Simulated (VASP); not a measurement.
# Ga3O2 (Pm-3m) in VASP: further runs

Runs on Ga3O2. Level: PBE. Tasks: single point, relaxation of cell and atoms.

All numbers are computed with VASP 6.6.1; they aren't measurements. Logs are shortened: lines on timing, memory, paths and dates and some standing lists are left out, and cuts for length are marked.

### 1 The cell of the first run

It takes space group Pm-3m (No. 221, cubic). Conventional cell: a = 4.145 Å, b = 4.145 Å, c = 4.145 Å, α = 90.00°, β = 90.00°, γ = 90.00°. Within 2.7 Å of Ga (site symmetry 4/mmm) lie 2 O at 2.07 Å. Within 3.9 Å of O (site symmetry m-3m) lie 12 Ga at 2.93 Å and 8 O at 3.59 Å. O (site symmetry m-3m) has 6 Ga at 2.07 Å within 2.7 Å.

### 2 Single point, PBE, collinear spin, ferromagnetic start

File INCAR:

```
SYSTEM = Ga3O2
PREC = Accurate
ENCUT = 520
EDIFF = 1E-7
ISMEAR = 0
SIGMA = 0.1
LREAL = .FALSE.
LASPH = .TRUE.
NELM = 150
ALGO = Normal
ISIF = 2
LWAVE = .FALSE.
LCHARG = .FALSE.
ISPIN = 2
MAGMOM = 0 0 0 1 1
LORBIT = 11
GGA = PE
NBANDS = 38
```

File KPOINTS:

```
Automatic mesh
0
G
  4 4 4
  0 0 0
```

File POSCAR:

```
Ga3O2
1.0
    4.1451982300      0.0000000000      0.0000000000
    0.0000000000      4.1451982300      0.0000000000
    0.0000000000      0.0000000000      4.1451982300
Ga O
3 2
Direct
    0.0000000000      0.5000000000      0.5000000000
    0.5000000000      0.0000000000      0.5000000000
    0.5000000000      0.5000000000      0.0000000000
    0.0000000000      0.0000000000      0.0000000000
    0.5000000000      0.5000000000      0.5000000000
```

Potentials or basis: VASP PAW PBE potentials, release 64 (Ga_d, O).

On the command line:

```bash
cat potpaw_PBE.64/Ga_d/POTCAR potpaw_PBE.64/O/POTCAR > POTCAR
mpirun -np 1 vasp_std > vasp.out
```

OUTCAR:

```text
SYSTEM = Ga3O2
   PREC = Accurate
   ENCUT = 520
   EDIFF = 1E-7
   ISMEAR = 0
   LREAL = .FALSE.
   LASPH = .TRUE.
   NELM = 150
   ISIF = 2
   ISPIN = 2
   LORBIT = 11
   GGA = PE

 ion  position               nearest neighbor table
   1  0.000  0.500  0.500-   5 2.07   5 2.07
   2  0.500  0.000  0.500-   5 2.07   5 2.07
   3  0.500  0.500  0.000-   5 2.07   5 2.07
   4  0.000  0.000  0.000-
   5  0.500  0.500  0.500-   1 2.07   2 2.07   3 2.07   3 2.07   2 2.07   1 2.07

  LATTYP: Found a simple cubic cell.
 ALAT       =     4.1451982300

  Lattice vectors:

 A1 = (   4.1451982300,   0.0000000000,   0.0000000000)
 A2 = (   0.0000000000,   4.1451982300,   0.0000000000)
 A3 = (   0.0000000000,   0.0000000000,   4.1451982300)

Analysis of symmetry for initial positions (statically):
=====================================================================
 Subroutine PRICEL returns:
 Original cell was already a primitive cell.

 Routine SETGRP: Setting up the symmetry group for a
 simple cubic supercell.

 Subroutine GETGRP returns: Found 48 space group operations
 (whereof 48 operations were pure point group operations)
 out of a pool of 48 trial point group operations.

The static configuration has the point symmetry O_h .

Analysis of symmetry for dynamics (positions and initial velocities):
=====================================================================
 Subroutine PRICEL returns:
 Original cell was already a primitive cell.

 Routine SETGRP: Setting up the symmetry group for a
 simple cubic supercell.

 Subroutine GETGRP returns: Found 48 space group operations
 (whereof 48 operations were pure point group operations)
 out of a pool of 48 trial point group operations.

The dynamic configuration has the point symmetry O_h .

Analysis of structural, dynamic, and magnetic symmetry:
=====================================================================
 Subroutine PRICEL returns:
 Original cell was already a primitive cell.

 Routine SETGRP: Setting up the symmetry group for a
 simple cubic supercell.

 Subroutine GETGRP returns: Found 48 space group operations
 (whereof 48 operations were pure point group operations)
 out of a pool of 48 trial point group operations.

The overall configuration has the point symmetry O_h .

 Subroutine INISYM returns: Found 48 space group operations
 (whereof 48 operations are pure point group operations),
 and found     1 'primitive' translations

----------------------------------------------------------------------------------------

                                     Primitive cell

  volume of cell :      71.2256

  direct lattice vectors                    reciprocal lattice vectors
     4.145198230  0.000000000  0.000000000     0.241242986  0.000000000  0.000000000
     0.000000000  4.145198230  0.000000000     0.000000000  0.241242986  0.000000000
     0.000000000  0.000000000  4.145198230     0.000000000  0.000000000  0.241242986

  length of vectors
     4.145198230  4.145198230  4.145198230     0.241242986  0.241242986  0.241242986

  position of ions in fractional coordinates (direct lattice)
     0.000000000  0.500000000  0.500000000
     0.500000000  0.000000000  0.500000000
     0.500000000  0.500000000  0.000000000
     0.000000000  0.000000000  0.000000000
     0.500000000  0.500000000  0.500000000

  ion indices of the primitive-cell ions
   primitive index   ion index
                 1           1
                 2           2
                 3           3
                 4           4
                 5           5

----------------------------------------------------------------------------------------

 KPOINTS: Automatic mesh

Automatic generation of k-mesh.
 Grid dimensions read from file:
 generate k-points for:    4    4    4

 Generating k-lattice:

  Cartesian coordinates                     Fractional coordinates (reciprocal lattice)
     0.060310747  0.000000000  0.000000000     0.250000000  0.000000000  0.000000000
     0.000000000  0.060310747  0.000000000     0.000000000  0.250000000  0.000000000
     0.000000000  0.000000000  0.060310747     0.000000000  0.000000000  0.250000000

  Length of vectors
     0.060310747  0.060310747  0.060310747

  Shift w.r.t. Gamma in fractional coordinates (k-lattice)
     0.000000000  0.000000000  0.000000000

 Subroutine IBZKPT returns following result:
 ===========================================

 Found     10 irreducible k-points:

 Following reciprocal coordinates:
            Coordinates               Weight
  0.000000  0.000000  0.000000      1.000000
  0.250000  0.000000  0.000000      6.000000
  0.500000  0.000000  0.000000      3.000000
  0.250000  0.250000  0.000000     12.000000
  0.500000  0.250000  0.000000     12.000000
  0.500000  0.500000  0.000000      3.000000
  0.250000  0.250000  0.250000      8.000000
  0.500000  0.250000  0.250000     12.000000
  0.500000  0.500000  0.250000      6.000000
  0.500000  0.500000  0.500000      1.000000
   k-points           NKPTS =     10   k-points in BZ     NKDIM =     10   number of bands    NBANDS=     38
   number of dos      NEDOS =    301   number of ions     NIONS =      5
   total plane-waves  NPLWV =  32768
   dimension x,y,z NGX =    32 NGY =   32 NGZ =   32
   dimension x,y,z NGXF=    64 NGYF=   64 NGZF=   64
   ions per type =               3   2
   NGX,Y,Z   is equivalent  to a cutoff of  12.83, 12.83, 12.83 a.u.
   NGXF,Y,Z  is equivalent  to a cutoff of  25.67, 25.67, 25.67 a.u.
 SYSTEM =  Ga3O2
   PREC   = accura    normal or accurate (medium, high low for compatibility)
   ISTART =      0    job   : 0-new  1-cont  2-samecut
   ICHARG =      2    charge: 1-file 2-atom 10-const
   ISPIN  =      2    spin polarized calculation?
   LNONCOLLINEAR =      F non collinear calculations
   LSORBIT =      F    spin-orbit coupling
   LASPH  =      T    aspherical Exc in radial PAW
   ENCUT  =  520.0 eV  38.22 Ry    6.18 a.u.   7.71  7.71  7.71*2*pi/ulx,y,z
   NELM   =    150;   NELMIN=  2; NELMDL= -5     # of ELM steps
   EDIFF  = 0.1E-06   stopping-criterion for ELM
   LREAL  =      F    real-space projection
   EDIFFG = 0.1E-05   stopping-criterion for IOM
   NSW    =      0    number of steps for IOM
   IBRION =     -1    ionic relax: 0-MD 1-quasi-New 2-CG
   NFREE  =      0    steps in history (QN), initial steepest desc. (CG)
   ISIF   =      2    stress and relaxation
   ISYM   =      2    0-nonsym 1-usesym 2-fastsym
   POTIM  = 0.5000    time-step for ionic-motion
   TEBEG  =    0.0;   TEEND  =   0.0 temperature during run
   PSTRESS=    0.0 pullay stress
   NELECT =      51.0000    total number of electrons
   NUPDOWN=      -1.0000    fix difference up-down
   EMIN   =  10.00;   EMAX   =-10.00  energy-range for DOS
   EFERMI =   0.00;   METHOD = LEGACY
   ISMEAR =     0;   SIGMA  =   0.10  broadening in eV -4-tet -1-fermi 0-gaus
   EFERMI_NEDOS =   21; number of points for ismear=-14 and -15
   IALGO  =     38    algorithm
   IMIX   =      4    mixing-type and parameters
     AMIX     =   0.40;   BMIX     =  1.00
     AMIX_MAG =   1.60;   BMIX_MAG =  1.00
  volume/ion in A,a.u.               =      14.25        96.13
  Fermi-wavevector in a.u.,A,eV,Ry     =   1.464602  2.767696 29.185295  2.145059
  Thomas-Fermi vector in A             =   2.580558
   LORBIT       =     11    0 simple, 1 ext, 2 COOP (PROOUT), +10 PAW based schemes
   GGA     = PE    functional components
   LHFCALC =     F    Hartree Fock is set to
   AEXX    =    0.0000 exact exchange contribution
   IVDW    =     0    specifies the selected vdW correction
   LEPSILON=     F    determine dielectric tensor
   LRPA    =     F    only Hartree local field effects (RPA)
 spin polarized calculation
 Gauss-broadening in eV      SIGMA  =   0.10
  energy-cutoff  :      520.00
  volume of cell :       71.23
 maximum number of plane-waves:      1936
 NGX is ok and might be reduce to    32
   NGX = 15   NGY = 15   NGZ = 15

 number of electron      50.9999973 magnetization       0.3264179

 Free energy of the ion-electron system (eV)
  ---------------------------------------------------
  ext. energy  EPLUGINS =         0.00000000
  ---------------------------------------------------
  free energy    TOTEN  =       -17.84620315 eV

  energy without entropy =      -17.82477009  energy(sigma->0) =      -17.83548662

 E-fermi :   5.0704     XC(G=0): -11.0935

 val. band max:        4.9995118080   @ k =   0.2500   0.2500   0.0000
 cond. band min:       5.0711922358   @ k =   0.5000   0.2500   0.2500
 fundamental gap:      0.0716804278
 Fermi energy:         5.0703800845

 spin component 1

 k-point     1 :       0.0000    0.0000    0.0000
  band No.  band energies     occupation
      1     -16.3498      1.00000
      2     -11.8087      1.00000
      3      -9.9854      1.00000
      4      -9.9854      1.00000
      5      -9.9854      1.00000
      6      -9.8432      1.00000
[... 389 lines left out ...]
     36      16.2292      0.00000
     37      20.7671      0.00000
 Fermi energy:         5.0703800845

 spin component 2

 k-point     1 :       0.0000    0.0000    0.0000
  band No.  band energies     occupation
      1     -16.2842      1.00000
      2     -11.5815      1.00000
      3      -9.9734      1.00000
      4      -9.9734      1.00000
      5      -9.9734      1.00000
      6      -9.8291      1.00000
[... 389 lines left out ...]
     36      16.2903      0.00000
     37      20.8223      0.00000
 [bands above 37 left out]

------------------------ aborting loop because EDIFF is reached ----------------------------------------

  FORCE on cell =-STRESS in cart. coord.  units (eV):
  Direction    XX          YY          ZZ          XY          YZ          ZX
  --------------------------------------------------------------------------------------
  -------------------------------------------------------------------------------------
  Total        6.9593632      6.9593632      6.9593632      0.0000000      0.0000000     -0.0000000
  in kB      156.5467912    156.5467912    156.5467912      0.0000000      0.0000000     -0.0000000
  external PRESSURE =     156.5467912 kB  Pullay stress =       0.0000000 kB

 VOLUME and BASIS-vectors are now :
 -----------------------------------------------------------------------------
  energy-cutoff  :      520.00
  volume of cell :       71.23
      direct lattice vectors                 reciprocal lattice vectors
     4.145198230  0.000000000  0.000000000     0.241242986  0.000000000  0.000000000
     0.000000000  4.145198230  0.000000000     0.000000000  0.241242986  0.000000000
     0.000000000  0.000000000  4.145198230     0.000000000  0.000000000  0.241242986

 POSITION                                       TOTAL-FORCE (eV/Angst)
 -----------------------------------------------------------------------------------
      0.00000      2.07260      2.07260         0.000000      0.000000      0.000000
      2.07260      0.00000      2.07260         0.000000      0.000000      0.000000
      2.07260      2.07260      0.00000         0.000000      0.000000      0.000000
      0.00000      0.00000      0.00000         0.000000      0.000000      0.000000
      2.07260      2.07260      2.07260         0.000000      0.000000      0.000000
 -----------------------------------------------------------------------------------
    total drift:                                0.000000     -0.000000     -0.000000

  FREE ENERGIE OF THE ION-ELECTRON SYSTEM (eV)
  ---------------------------------------------------
  free  energy   TOTEN  =       -17.8462031498 eV

  energy  without entropy=      -17.8247700913  energy(sigma->0) =      -17.83548662

 total charge

# of ion       s       p       d       tot
------------------------------------------
    1        1.102   0.412  10.017  11.531
    2        1.102   0.412  10.017  11.531
    3        1.102   0.412  10.017  11.531
    4        1.613   3.119   0.000   4.733
    5        1.632   3.420   0.000   5.052
--------------------------------------------------
tot          6.550   7.774  30.052  44.376

 magnetization (x)

# of ion       s       p       d       tot
------------------------------------------
    1        0.033   0.003   0.001   0.038
    2        0.033   0.003   0.001   0.038
    3        0.033   0.003   0.001   0.038
    4        0.003   0.126   0.000   0.129
    5        0.002   0.039   0.000   0.040
--------------------------------------------------
tot          0.104   0.175   0.004   0.282
```

Run time: 26 s. Hardware: 1 thread of Intel Xeon 6975P-C (Granite Rapids), shared host; peak memory 0.21 GiB.

Results:

```yaml
Free_energy: -17.8462 eV
Pressure: 15.7 GPa
Net_moment: 0.33 μB per cell
Site_moments: Ga +0.04; O +0.13, +0.04 μB
Valence_electrons_inside_the_program's_atomic_spheres: Ga 11.53; O 4.73, 5.05
```

Caveat: the k points lie up to 0.38 Å⁻¹ apart.

### 3 Single point, PBE

This run uses another cell than the first one, of 17.01 Å³/atom, 1.194 times its volume.

File INCAR:

```
SYSTEM = Ga3O2
  ALGO = Normal
  EDIFF = 1E-6
  ENCUT = 520
  GGA = PE
  ISIF = 2
  ISMEAR = 0
  LASPH = .True.
  LCHARG = .False.
  LREAL = .False.
  LWAVE = .False.
  NBANDS = 34
  NELM = 100
  PREC = Accurate
  SIGMA = 0.1
```

File KPOINTS:

```
k-points
0
Gamma
  8 8 8
  0 0 0
```

POSCAR: that of step 2 with these lines changed.

```diff
@@ -2,5 +2,5 @@
 1.0
-    4.1451982300      0.0000000000      0.0000000000
-    0.0000000000      4.1451982300      0.0000000000
-    0.0000000000      0.0000000000      4.1451982300
+    4.3978761723      0.0000000000      0.0000000000
+    0.0000000000      4.3978761723      0.0000000000
+    0.0000000000      0.0000000000      4.3978761723
 Ga O
```

Potentials or basis: VASP PAW PBE potentials, release 64 (Ga_d, O).

On the command line:

```bash
cat potpaw_PBE.64/Ga_d/POTCAR potpaw_PBE.64/O/POTCAR > POTCAR
mpirun -np 1 vasp_std > vasp.out
```

OUTCAR:

```text
SYSTEM = Ga3O2
   EDIFF = 1E-6
   ENCUT = 520
   GGA = PE
   ISIF = 2
   ISMEAR = 0
   LASPH = .True.
   LREAL = .False.
   NELM = 100
   PREC = Accurate

 ion  position               nearest neighbor table
   1  0.000  0.500  0.500-   5 2.20   5 2.20
   2  0.500  0.000  0.500-   5 2.20   5 2.20
   3  0.500  0.500  0.000-   5 2.20   5 2.20
   4  0.000  0.000  0.000-
   5  0.500  0.500  0.500-   1 2.20   2 2.20   3 2.20   3 2.20   2 2.20   1 2.20

[... 1083 lines left out ...]
     34      11.4691      0.00000

 [... further k-points ...]
[... 5 lines left out ...]
  --------------------------------------------------------------------------------------
  -------------------------------------------------------------------------------------
  Total        0.0452702      0.0452702      0.0452702     -0.0000000      0.0000000     -0.0000000
  in kB        0.8526960      0.8526960      0.8526960     -0.0000000      0.0000000     -0.0000000
  external PRESSURE =       0.8526960 kB  Pullay stress =       0.0000000 kB

 VOLUME and BASIS-vectors are now :
 -----------------------------------------------------------------------------
  energy-cutoff  :      520.00
  volume of cell :       85.06
      direct lattice vectors                 reciprocal lattice vectors
     4.397876172  0.000000000  0.000000000     0.227382482  0.000000000  0.000000000
     0.000000000  4.397876172  0.000000000     0.000000000  0.227382482  0.000000000
     0.000000000  0.000000000  4.397876172     0.000000000  0.000000000  0.227382482

 POSITION                                       TOTAL-FORCE (eV/Angst)
 -----------------------------------------------------------------------------------
      0.00000      2.19894      2.19894         0.000000      0.000000      0.000000
      2.19894      0.00000      2.19894         0.000000      0.000000      0.000000
      2.19894      2.19894      0.00000         0.000000      0.000000      0.000000
      0.00000      0.00000      0.00000         0.000000      0.000000      0.000000
      2.19894      2.19894      2.19894         0.000000      0.000000      0.000000
 -----------------------------------------------------------------------------------
    total drift:                                0.000000      0.000000      0.000000

  FREE ENERGIE OF THE ION-ELECTRON SYSTEM (eV)
  ---------------------------------------------------
  free  energy   TOTEN  =       -18.4636401191 eV

  energy  without entropy=      -18.4472855007  energy(sigma->0) =      -18.45546281
```

It took 42 s on 1 thread of Intel Xeon 6975P-C (Granite Rapids), shared host; peak memory 0.24 GiB.

What came out:

```
Free energy : -18.4636 eV
Pressure    : 0.1 GPa
```

Caveat: an odd number of electrons without spin polarisation forces a metal; a magnetic or distorted state may lie lower.

### 4 Single point, PBE, collinear spin, ferromagnetic start

This run uses another cell than the first one, of 17.21 Å³/atom, 1.208 times its volume.

File INCAR:

```
SYSTEM = Ga3O2
  ALGO = Normal
  EDIFF = 1E-6
  ENCUT = 520
  GGA = PE
  ISIF = 2
  ISMEAR = 0
  ISPIN = 2
  LASPH = .True.
  LCHARG = .True.
  LELF = .True.
  LORBIT = 11
  LREAL = .False.
  LVHAR = .True.
  LWAVE = .False.
  MAGMOM = 0 0 0 1 1
  NBANDS = 38
  NELM = 150
  PREC = Accurate
  SIGMA = 0.1
```

File KPOINTS:

```
k-points
0
Gamma
  4 4 4
  0 0 0
```

POSCAR: that of step 3 with these lines changed.

```diff
@@ -2,5 +2,5 @@
 1.0
-    4.3978761723      0.0000000000      0.0000000000
-    0.0000000000      4.3978761723      0.0000000000
-    0.0000000000      0.0000000000      4.3978761723
+    4.4147358342      0.0000000000      0.0000000000
+    0.0000000000      4.4147358342      0.0000000000
+    0.0000000000      0.0000000000      4.4147358342
 Ga O
```

On the command line:

```bash
cat potpaw_PBE.64/Ga_d/POTCAR potpaw_PBE.64/O/POTCAR > POTCAR
mpirun -np 1 vasp_std > vasp.out
```

It took 40 s on 1 thread of Intel Xeon 6975P-C (Granite Rapids), shared host; peak memory 0.25 GiB.

The run converged. Its results:

```yaml
Free_energy: -18.5179 eV
Pressure: 0.4 GPa
Net_moment: 0.00 μB per cell
Valence_electrons_inside_the_program's_atomic_spheres: Ga 11.42; O 4.71, 4.94
```

Levels at points of the mesh, in eV from the Fermi level:
Spin up:
```tsv
k point	band 24	band 25	band 26	band 27	band 28	band 29
(0.00, 0.00, 0.00)	-1.47	-1.47	-1.47	3.71	3.71	3.71
(0.50, 0.00, 0.00)	-1.46	-0.64	-0.30	3.00	3.69	3.69
(0.50, 0.50, 0.00)	-1.22	-0.64	0.87	0.87	3.08	3.08
(0.50, 0.50, 0.50)	0.26	0.26	0.26	1.72	1.72	1.72
```
Spin down:
```
           k point  band 22  band 23  band 24  band 25  band 26  band 27  band 28  band 29  band 30  band 31
(0.00, 0.00, 0.00)    -2.03    -2.03    -1.47    -1.47    -1.47     3.71     3.71     3.71     5.55     5.55
(0.50, 0.00, 0.00)    -1.57    -1.46    -1.46    -0.64    -0.30     3.00     3.69     3.69     3.72     3.72
(0.50, 0.50, 0.00)    -1.97    -1.97    -1.21    -0.64     0.87     0.87     3.08     3.08     4.78     4.78
(0.50, 0.50, 0.50)    -2.76    -2.76     0.26     0.26     0.26     1.72     1.72     1.72     2.50     7.77
```

[end of part 1 of 2]
